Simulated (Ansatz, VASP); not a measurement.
**AgPt3 in VASP and in Ansatz**

Contents of INCAR:

```
PREC = Accurate
ENCUT = 520
EDIFF = 1E-6
ISMEAR = -1
SIGMA = 0.08
LREAL = F
LASPH = T
NELM = 60
ALGO = Normal
ISIF = 2
LWAVE = F
LCHARG = F
NBANDS = 28
```

KPOINTS

```
Automatic mesh
0
Gamma
  9 9 9
```

Contents of POSCAR:

```
AgPt3
1.0
    3.9000000000      0.0195000000      0.0195000000
    0.0195000000      3.9000000000      0.0195000000
    0.0195000000      0.0195000000      3.9000000000
Ag Pt
1 3
Direct
    0.0000000000      0.0000000000      0.0000000000
    0.0000000000      0.5000000000      0.5000000000
    0.5000000000      0.0000000000      0.5000000000
    0.5000000000      0.5000000000      0.0000000000
```

Input for Ansatz:

```yaml
crystal:
  lattice:
    - [3.9, 0.0195, 0.0195]
    - [0.0195, 3.9, 0.0195]
    - [0.0195, 0.0195, 3.9]
  atoms:
    - { symbol: Ag, position: [0.0, 0.0, 0.0] }
    - { symbol: Pt, position: [0.0, 0.5, 0.5] }
    - { symbol: Pt, position: [0.5, 0.0, 0.5] }
    - { symbol: Pt, position: [0.5, 0.5, 0.0] }
kpoints:
  mp_grid: { grid: [9, 9, 9] }
  band_path:
    path:
      - [0.0, 0.0, 0.0]
      - [0.5, 0.5, 0.5]
      - [0.5098274679, 0.4901725321, 0.5]
      - [0.5, -0.4901725321, 0.4901725321]
      - [0.5, 0.0, 0.0]
      - [0.0, 0.0, 0.0]
      - [0.4950862661, -0.4950862661, 0.0]
      - [0.5049137339, 0.0, 0.4950862661]
      - [0.5, 0.0, 0.5]
    npoints: 5
scf:
  occupations: { method: fermi_dirac, width: 0.08 }
hamiltonian:
  xc: lda
  pseudopotentials: { kind: all_electron, lapw: { basis_error: 0.0005 } }
output:
  forces: true
  stress: true
  eigenvalues: true
```

Change from the starting cell: equal xy, yz and zx shear strains of +1 %.

Alike in both runs: task single point; functional LDA; k mesh 9 × 9 × 9; occupations fermi-dirac, width 0.08 eV; no spin polarisation.

```csv
,VASP,Ansatz
version,VASP 6.6.1,Ansatz 0.2.0
potentials or method,"VASP PAW LDA potentials, release 64 (Ag, Pt), cutoff 520 eV","all-electron LAPW, scalar-relativistic"
```

VASP gave:

* pressure (GPa): 2.9
* traceless stress, the component that is largest in VASP (GPa): -1.12

Task: Which values does Ansatz return?

Result: Pressure (GPa): 2.4; traceless stress, the component that is largest in VASP (GPa): -1.11.

LDA's correlation is that of Perdew and Zunger in VASP and of Perdew and Wang (1992) in Ansatz. Ansatz ran all-electron here, and VASP with PAW potentials.

Neither program's run includes spin-orbit coupling.
